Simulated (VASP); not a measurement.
# NaLi5 (P6/mmm) in VASP: a series of runs, part 2 of 2

VASP 6.6.1. The steps go on from the part before.

**4. Single point, PBE**

This run uses another cell than the first one: it holds 12 atoms, not 6.

Input file INCAR:

```
  PREC = Accurate
  ENCUT = 520
  EDIFF = 1E-6
  ISMEAR = 0
  SIGMA = 0.2
  LREAL = F
  LASPH = T
  NELM = 80
  ALGO = Fast
  ISIF = 2
  LWAVE = F
  LCHARG = F
  GGA = PE
  NBANDS = 34
```

Input file KPOINTS:

```
regular mesh
0
Gamma
  4 4 2
```

Input file POSCAR:

```
NaLi5
1.0
    0.0000000000      0.0000000000      4.9376631000
    5.9217743120     -0.0000000289      0.0000000000
    0.0000000500     10.2568139793      0.0000000000
Na Li
2 10
Direct
    0.0000000000      0.0000000000      0.0000000000
    0.0000000000      0.5000000000      0.5000000000
    0.0000000000      1.0000000000      0.3333333333
    0.0000000000      0.5000000000      0.8333333333
    0.0000000000      0.5000000000      0.1666666667
    0.0000000000      1.0000000000      0.6666666667
    0.5000000000      1.0000000000      0.5000000000
    0.5000000000      0.5000000000      0.0000000000
    0.5000000000      0.2500000000      0.2500000000
    0.5000000000      0.7500000000      0.7500000000
    0.5000000000      0.7500000000      0.2500000000
    0.5000000000      0.2500000000      0.7500000000
```

Launch:

```
$ cat potpaw_PBE.64/Na_pv/POTCAR potpaw_PBE.64/Li_sv/POTCAR > POTCAR
$ mpirun -np 1 vasp_std > vasp.out
```

Wall time 34 min (1 thread of Oxide Virtual Turin-like, shared host); peak memory 0.43 GiB.

The run converged. Its results:

```
Free energy            : -20.7595 eV
Largest force          : 0.017 eV/Å
Band gap on the k mesh : zero (bands 22 and 23 overlap by 1.20 eV)
```

Forces in eV/Å, atoms in the order of the input:
```
Na   0.000  0.000  0.000
Na   0.000  0.000  0.000
Li   0.000 -0.017  0.000
Li   0.000 -0.017  0.000
Li   0.000  0.017  0.000
Li   0.000  0.017  0.000
Li   0.000  0.000  0.000
Li   0.000  0.000  0.000
Li   0.000  0.000  0.000
Li   0.000  0.000  0.000
Li   0.000  0.000  0.000
Li   0.000  0.000  0.000
```

Levels at points of the mesh, in eV from the Fermi level:
```
           k point  band 20  band 21  band 22  band 23  band 24  band 25
(0.00, 0.00, 0.00)     0.04     0.21     0.35     0.61     1.13     1.14
(0.50, 0.00, 0.00)    -1.05    -0.90    -0.85     0.39     0.78     0.84
(0.00, 0.50, 0.00)    -1.41    -1.20    -1.20     1.47     1.47     1.68
(0.50, 0.50, 0.00)    -1.26    -0.46    -0.46    -0.23    -0.23     0.03
(0.00, 0.00, 0.50)    -0.79     0.33     0.33     0.44     0.44     0.92
(0.50, 0.00, 0.50)    -1.77     0.01     0.01     0.42     0.42     1.06
(0.00, 0.50, 0.50)    -2.15     0.04     0.04     0.20     0.20     1.53
(0.50, 0.50, 0.50)    -1.06    -0.89    -0.89    -0.85    -0.85     0.77
```

Caveat: the cutoff is under 1.25 times the usual one of these potentials, so pressure, stress and relaxed cells hold a basis-set (Pulay) error.

**5. Relaxation of cell and atoms, PBE**

Input file INCAR:

```
ALGO = Normal
EDIFF = 1E-6
EDIFFG = -0.01
ENCUT = 600
GGA = PE
IBRION = 2
ISIF = 3
ISMEAR = 0
LASPH = True
LCHARG = False
LREAL = False
LWAVE = False
NELM = 60
NSW = 100
PREC = Accurate
SIGMA = 0.1
```

Input file KPOINTS:

```
k-points
0
Gamma
  6 6 8
```

Input file POSCAR:

```
NaLi5
1.0
    5.9217743000      0.0000000000      0.0000000000
   -2.9608871000      5.1284070000      0.0000000000
    0.0000000000      0.0000000000      4.9376631000
Na Li
1 5
Direct
    0.0000000000      0.0000000000      0.0000000000
    0.3333333000      0.6666667000      0.0000000000
    0.6666667000      0.3333333000      0.0000000000
    0.5000000000      0.0000000000      0.5000000000
    0.5000000000      0.5000000000      0.5000000000
    0.0000000000      0.5000000000      0.5000000000
```

Potentials or basis: VASP PAW PBE potentials, release 64 (Na_pv, Li_sv).

Launch:

```
$ cat potpaw_PBE.64/Na_pv/POTCAR potpaw_PBE.64/Li_sv/POTCAR > POTCAR
$ mpirun -np 1 vasp_std > vasp.out
```

OUTCAR:

```text
EDIFF = 1E-6
   EDIFFG = -0.01
   ENCUT = 600
   GGA = PE
   IBRION = 2
   ISIF = 3
   ISMEAR = 0
   LASPH = True
   LREAL = False
   NELM = 60
   NSW = 100
   PREC = Accurate

 ion  position               nearest neighbor table
   1  0.000  0.000  0.000-
   2  0.333  0.667  0.000-
   3  0.667  0.333  0.000-
   4  0.500  0.000  0.500-
   5  0.500  0.500  0.500-
   6  0.000  0.500  0.500-
[... 690 lines left out ...]
  --------------------------------------------------------------------------------------
  -------------------------------------------------------------------------------------
  Total       -0.0519650     -0.0519650     -0.0327644     -0.0000000      0.0000000      0.0000000
  in kB       -0.5561037     -0.5561037     -0.3506283     -0.0000000      0.0000000      0.0000000
  external PRESSURE =      -0.4876119 kB  Pullay stress =       0.0000000 kB

 VOLUME and BASIS-vectors are now :
 -----------------------------------------------------------------------------
  energy-cutoff  :      600.00
  volume of cell :      149.72
      direct lattice vectors                 reciprocal lattice vectors
     5.918262475 -0.000000000 -0.000000000     0.168968511  0.097554013  0.000000000
    -2.959131188  5.125365670 -0.000000000     0.000000000  0.195108030  0.000000000
    -0.000000000 -0.000000000  4.935672080     0.000000000  0.000000000  0.202606653

 POSITION                                       TOTAL-FORCE (eV/Angst)
 -----------------------------------------------------------------------------------
      0.00000     -0.00000      0.00000         0.000000      0.000000     -0.000000
     -0.00000      3.41691      4.93567        -0.000000     -0.000000      0.000000
      2.95913      1.70846     -0.00000         0.000000      0.000000     -0.000000
      2.95913     -0.00000      2.46784         0.000000      0.000000     -0.000000
      1.47957      2.56268      2.46784        -0.000000      0.000000     -0.000000
     -1.47957      2.56268      2.46784        -0.000000      0.000000     -0.000000
 -----------------------------------------------------------------------------------
    total drift:                                0.000000     -0.000000     -0.000000

  FREE ENERGIE OF THE ION-ELECTRON SYSTEM (eV)
  ---------------------------------------------------
  free  energy   TOTEN  =       -10.3971503417 eV

  energy  without entropy=      -10.3908426204  energy(sigma->0) =      -10.39399648

 reached required accuracy - stopping structural energy minimisation
```

OSZICAR:

```text
N       E                     dE             d eps       ncg     rms          rms(c)
DAV:   1     0.129375575861E+03    0.12938E+03   -0.11606E+04  1090   0.154E+03
DAV:   2     0.141910331447E+02   -0.11518E+03   -0.11415E+03  1127   0.372E+02
DAV:   3    -0.654986783195E+01   -0.20741E+02   -0.20537E+02  2009   0.924E+01
DAV:   4    -0.994292034517E+01   -0.33931E+01   -0.33876E+01  1631   0.528E+01
DAV:   5    -0.106188850411E+02   -0.67596E+00   -0.67591E+00  1840   0.129E+01    0.131E+00
DAV:   6    -0.104683100578E+02    0.15057E+00   -0.25739E-01  1176   0.350E+00    0.689E-01
DAV:   7    -0.103983351113E+02    0.69975E-01   -0.25614E-01  1330   0.157E+00    0.142E-01
DAV:   8    -0.103971418273E+02    0.11933E-02   -0.96095E-03  1355   0.615E-01    0.530E-02
DAV:   9    -0.103970548645E+02    0.86963E-04   -0.87601E-04  1839   0.159E-01    0.154E-02
DAV:  10    -0.103970572657E+02   -0.24012E-05   -0.64174E-05  1394   0.680E-02    0.786E-03
DAV:  11    -0.103970595488E+02   -0.22831E-05   -0.49481E-06  1092   0.179E-02    0.176E-03
DAV:  12    -0.103970593546E+02    0.19422E-06   -0.66846E-07   700   0.954E-03
   1 F= -.10397059E+02 E0= -.10393905E+02  d E =-.103971E+02
       N       E                     dE             d eps       ncg     rms          rms(c)
DAV:   1    -0.103972368336E+02   -0.17728E-03   -0.37863E-03  1106   0.877E-01    0.838E-02
DAV:   2    -0.103971956144E+02    0.41219E-04   -0.53438E-04  1610   0.253E-01    0.596E-02
DAV:   3    -0.103971525572E+02    0.43057E-04   -0.51947E-05  1393   0.938E-02    0.111E-02
DAV:   4    -0.103971511255E+02    0.14318E-05   -0.11797E-05  1596   0.263E-02    0.145E-03
DAV:   5    -0.103971503417E+02    0.78374E-06   -0.84802E-07   595   0.976E-03
   2 F= -.10397150E+02 E0= -.10393996E+02  d E =-.909872E-04
```

Run time: 4.7 min. Hardware: 1 thread of Oxide Virtual Turin-like, shared host; peak memory 0.29 GiB.

Results:

| Quantity | Value |
| --- | --- |
| Free energy | -10.3972 eV |
| Relaxed volume | 24.95 Å³/atom |
| Relaxed cell | a = 5.918 Å, b = 5.918 Å, c = 4.936 Å, α = 90.00°, β = 90.00°, γ = 120.00° |
| Space group after relaxing (to 0.1 Å) | P6/mmm (No. 191) |
| Energy gained by relaxing | 0.0 meV/atom |
| Ionic steps | 2 |
| Pressure after relaxing | 0.0 GPa |
| Band gap on the k mesh | zero (bands 11 and 12 overlap by 1.46 eV) |

Final structure:
```xyz
6
Lattice="5.9183 0.0000 0.0000 -2.9591 5.1254 0.0000 0.0000 0.0000 4.9357" Properties=species:S:1:pos:R:3 pbc="T T T"
Na    0.0000    0.0000    0.0000
Li    0.0000    3.4169    4.9357
Li    2.9591    1.7085    0.0000
Li    2.9591    0.0000    2.4678
Li    1.4796    2.5627    2.4678
Li   -1.4796    2.5627    2.4678
```

Caveat: the cutoff is under 1.25 times the usual one of these potentials, so pressure, stress and relaxed cells hold a basis-set (Pulay) error.

**6. Overview**

| task | cell | k mesh | cutoff (eV) | smearing | gap on the mesh (eV) |
| --- | --- | --- | --- | --- | --- |
| single point | a = 5.922, b = 5.922, c = 4.938 Å, angles 90.0, 90.0, 120.0°, 6 atoms, atomic positions A | 3 × 3 × 4 | 520 | gaussian 0.1 eV | none |
| single point | a = 5.922, b = 5.922, c = 4.938 Å, angles 90.0, 90.0, 120.0°, 6 atoms, atomic positions A | 6 × 6 × 8 | 520 | gaussian 0.1 eV | none |
| single point | a = 4.938, b = 5.922, c = 10.257 Å, 12 atoms, atomic positions B | 4 × 4 × 2 | 520 | gaussian 0.2 eV | none |
| relaxation of cell and atoms | relaxed from a = 5.922, b = 5.922, c = 4.938 Å, angles 90.0, 90.0, 120.0°, 6 atoms, atomic positions A | 6 × 6 × 8 | 600 | gaussian 0.1 eV | none |

Alike in all rows: level PBE; potentials or basis VASP PAW PBE potentials, release 64 (Na_pv, Li_sv); no spin polarisation.

Caveats: some runs use coarse meshes; the cutoff is under 1.25 times the usual one of these potentials, so pressure, stress and relaxed cells hold a basis-set (Pulay) error.

Total energies depend on the potentials used, so only differences within one code and one set of settings carry meaning.
